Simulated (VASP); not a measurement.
Crystal: AgRh.

```
Ag Rh
1.0
     2.81414    0.00000    0.00000
    -1.40707    2.43712    0.00000
     0.00000    0.00000    4.87188
Ag Rh
1 1
Direct
  0.00000 0.00000 0.50000
  0.66667 0.33333 0.00000
```

Base run:

```yaml
Program: VASP 6.6.1
Functional: PBE
Potentials_or_basis: VASP PAW PBE potentials, release 64 (Ag, Rh_pv)
Cutoff: 520 eV
k_mesh: 11 × 11 × 6
Occupations: fermi-dirac, width 0.05 eV
Spin: no spin polarisation
```

Its results: band gap on the k mesh zero (band 13 reaches 9.22 eV, above the bottom of band 14 at 8.00 eV); pressure -7.5 GPa.

After a change of settings the same cell gave: band gap on the k mesh zero (band 13 reaches 9.15 eV, above the bottom of band 14 at 7.86 eV); pressure -11.0 GPa. Which change was it?
A. functional from PBE to PBEsol; further incar settings from ALGO = Normal; EDIFF = 1e-06; NBANDS = 20 to ALGO = Normal; EDIFF = 1e-07; NBANDS = 20
B. functional from PBE to r2SCAN
C. further incar settings from ALGO = Normal; EDIFF = 1e-06; NBANDS = 20 to ALGO = Fast; EDIFF = 1e-06; NBANDS = 20

B.

Caveats: the PAW data sets were made with another functional, which shifts forces and pressure a little (some runs).
